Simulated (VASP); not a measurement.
# TaRu2 (Fm-3m) in VASP: notebook, part 2 of 2

VASP 6.6.1. Earlier steps stand in the parts before.

### Step 4. Relaxation of cell and atoms, PBE

Input file INCAR:

```
SYSTEM = TaRu2
ALGO = Fast
EDIFF = 1E-6
EDIFFG = -0.01
ENCUT = 600
GGA = PE
IBRION = 2
ISIF = 3
ISMEAR = 0
LASPH = .True.
LCHARG = .False.
LREAL = .False.
LWAVE = .False.
NELM = 100
NSW = 100
PREC = Accurate
SIGMA = 0.1
```

Input file KPOINTS:

```
k-points
0
Gamma
  14 14 14
  0 0 0
```

Input file POSCAR:

```
TaRu2
1.0
    0.0000000000      2.9904224288      2.9904224288
    2.9904224288      0.0000000000      2.9904224288
    2.9904224288      2.9904224288      0.0000000000
Ta Ru
1 2
Direct
    0.5000000000      0.5000000000      0.5000000000
    0.7500000000      0.7500000000      0.7500000000
    0.2500000000      0.2500000000      0.2500000000
```

Potentials or basis: VASP PAW PBE potentials, release 64 (Ta_pv, Ru_pv).

Launch:

```console
cat potpaw_PBE.64/Ta_pv/POTCAR potpaw_PBE.64/Ru_pv/POTCAR > POTCAR
mpirun -np 1 vasp_std > vasp.out
```

OUTCAR:

```text
SYSTEM = TaRu2
   EDIFF = 1E-6
   EDIFFG = -0.01
   ENCUT = 600
   GGA = PE
   IBRION = 2
   ISIF = 3
   ISMEAR = 0
   LASPH = .True.
   LREAL = .False.
   NELM = 100
   NSW = 100
   PREC = Accurate

 ion  position               nearest neighbor table
   1  0.500  0.500  0.500-   3 2.59   3 2.59   3 2.59   2 2.59   2 2.59   2 2.59   3 2.59   2 2.59

   2  0.750  0.750  0.750-   1 2.59   1 2.59   1 2.59   1 2.59   3 2.99   3 2.99   3 2.99   3 2.99
                             3 2.99   3 2.99
   3  0.250  0.250  0.250-   1 2.59   1 2.59   1 2.59   1 2.59   2 2.99   2 2.99   2 2.99   2 2.99
                             2 2.99   2 2.99

  LATTYP: Found a face centered cubic cell.
 ALAT       =     5.9808448576

  Lattice vectors:

 A1 = (   0.0000000000,   2.9904224288,   2.9904224288)
 A2 = (   2.9904224288,   0.0000000000,   2.9904224288)
 A3 = (   2.9904224288,   2.9904224288,   0.0000000000)

Analysis of symmetry for initial positions (statically):
=====================================================================
 Subroutine PRICEL returns:
 Original cell was already a primitive cell.

 Routine SETGRP: Setting up the symmetry group for a
 face centered cubic supercell.

 Subroutine GETGRP returns: Found 48 space group operations
 (whereof 48 operations were pure point group operations)
 out of a pool of 48 trial point group operations.

The static configuration has the point symmetry O_h .

Analysis of symmetry for dynamics (positions and initial velocities):
=====================================================================
 Subroutine PRICEL returns:
 Original cell was already a primitive cell.

 Routine SETGRP: Setting up the symmetry group for a
 face centered cubic supercell.

 Subroutine GETGRP returns: Found 48 space group operations
 (whereof 48 operations were pure point group operations)
 out of a pool of 48 trial point group operations.

[... 129 lines left out ...]
   AEXX    =    0.0000 exact exchange contribution
   IVDW    =     0    specifies the selected vdW correction
   LEPSILON=     F    determine dielectric tensor
   LRPA    =     F    only Hartree local field effects (RPA)
 conjugate gradient relaxation of ions
 non-spin polarized calculation
 RMM-DIIS sequential band-by-band and
 Gauss-broadening in eV      SIGMA  =   0.10
  energy-cutoff  :      600.00
  volume of cell :       53.48
 maximum number of plane-waves:      1816
 NGX is ok and might be reduce to    36
   NGX = 17   NGY = 17   NGZ = 17

--------------------------------------- Ionic step        1  -------------------------------------------

 number of electron      38.9999999 magnetization

 Free energy of the ion-electron system (eV)
  ---------------------------------------------------
  ext. energy  EPLUGINS =         0.00000000
  ---------------------------------------------------
  free energy    TOTEN  =       -29.22010877 eV

  energy without entropy =      -29.20387254  energy(sigma->0) =      -29.21199066

------------------------ aborting loop because EDIFF is reached ----------------------------------------

  FORCE on cell =-STRESS in cart. coord.  units (eV):
  Direction    XX          YY          ZZ          XY          YZ          ZX
  --------------------------------------------------------------------------------------
  -------------------------------------------------------------------------------------
  Total        0.0679995      0.0679995      0.0679995      0.0000000      0.0000000      0.0000000
  in kB        2.0369876      2.0369876      2.0369876      0.0000000      0.0000000      0.0000000
  external PRESSURE =       2.0369876 kB  Pullay stress =       0.0000000 kB
[... 61 lines left out ...]
--------------------------------------- Ionic step        3  -------------------------------------------

 number of electron      38.9999999 magnetization

 Free energy of the ion-electron system (eV)
  ---------------------------------------------------
  ext. energy  EPLUGINS =         0.00000000
  ---------------------------------------------------
  free energy    TOTEN  =       -29.22013528 eV

  energy without entropy =      -29.20385619  energy(sigma->0) =      -29.21199573

 E-fermi :   7.3446     XC(G=0): -12.2866

 val. band max:        7.3442711262   @ k =  -0.3571   0.5000   0.1429
 cond. band min:       7.3455862110   @ k =  -0.4286   0.3571   0.0000
 fundamental gap:      0.0013150848
 Fermi energy:         7.3445648591

 k-point     1 :       0.0000    0.0000    0.0000
  band No.  band energies     occupation
      1     -34.7371      2.00000
      2     -34.7371      2.00000
      3     -34.7371      2.00000
      4     -34.5927      2.00000
      5     -34.5927      2.00000
      6     -34.5927      2.00000
[... 613 lines left out ...]
     22       9.5540      0.00000
     23      10.4072      0.00000

 [... further k-points ...]

------------------------ aborting loop because EDIFF is reached ----------------------------------------

  FORCE on cell =-STRESS in cart. coord.  units (eV):
  Direction    XX          YY          ZZ          XY          YZ          ZX
  --------------------------------------------------------------------------------------
  -------------------------------------------------------------------------------------
  Total        0.0143368      0.0143368      0.0143368      0.0000000     -0.0000000      0.0000000
  in kB        0.4290583      0.4290583      0.4290583      0.0000000     -0.0000000      0.0000000
  external PRESSURE =       0.4290583 kB  Pullay stress =       0.0000000 kB
[... 18 lines left out ...]
  FREE ENERGIE OF THE ION-ELECTRON SYSTEM (eV)
  ---------------------------------------------------
  free  energy   TOTEN  =       -29.2201352765 eV

  energy  without entropy=      -29.2038561906  energy(sigma->0) =      -29.21199573

 reached required accuracy - stopping structural energy minimisation
```

CONTCAR:

```text
TaRu2
   1.00000000000000
    -0.0000000000000000    2.9913805911263784    2.9913805911263784
     2.9913805911263784    0.0000000000000000    2.9913805911263784
     2.9913805911263784    2.9913805911263784    0.0000000000000000
  Ta              Ru
     1     2
Direct
     0.5000000000000000    0.5000000000000000    0.5000000000000000
     0.7500000000000000    0.7500000000000000    0.7500000000000000
     0.2500000000000000    0.2500000000000000    0.2500000000000000

  0.00000000E+00  0.00000000E+00  0.00000000E+00
  0.00000000E+00  0.00000000E+00  0.00000000E+00
  0.00000000E+00  0.00000000E+00  0.00000000E+00
```

It took 11 min on 1 thread of Intel Xeon 8259CL, shared host; peak memory 0.33 GiB.

Results:

- Free energy: -29.2201 eV
- Relaxed volume: 17.85 Å³/atom
- Relaxed cell: a = 4.230 Å, b = 4.230 Å, c = 4.230 Å, α = 60.00°, β = 60.00°, γ = 60.00°
- Space group after relaxing (to 0.1 Å): Fm-3m (No. 225)
- Energy gained by relaxing: 0.0 meV/atom
- Ionic steps: 3
- Pressure after relaxing: 0.0 GPa
- Band gap on the k mesh: zero (an odd number of electrons rules out a gap without spin polarisation)

Final structure:
```
CELL_PARAMETERS angstrom
0.00000 2.99138 2.99138
2.99138 0.00000 2.99138
2.99138 2.99138 0.00000
ATOMIC_POSITIONS crystal
Ta 0.50000 0.50000 0.50000
Ru 0.75000 0.75000 0.75000
Ru 0.25000 0.25000 0.25000
```

Caveat: spin-orbit coupling is left out, which moves the levels of the heavy elements.

### Step 5. Overview

```tsv
task	spin	cell	k mesh	cutoff (eV)	gap on the mesh (eV)	pressure (GPa)
single point	collinear, ferromagnetic start	as given	6 × 6 × 6	520	none	0.2
single point	off	as given	14 × 14 × 14	520	none	0.3
relaxation of cell and atoms	off	relaxed	14 × 14 × 14	600	none	0.0
```

Alike in all rows: level PBE; potentials or basis VASP PAW PBE potentials, release 64 (Ta_pv, Ru_pv); smearing gaussian 0.1 eV.

Caveats: spin-orbit coupling is left out, which moves the levels of the heavy elements.

Absolute energies hang on the potentials; compare differences alone.
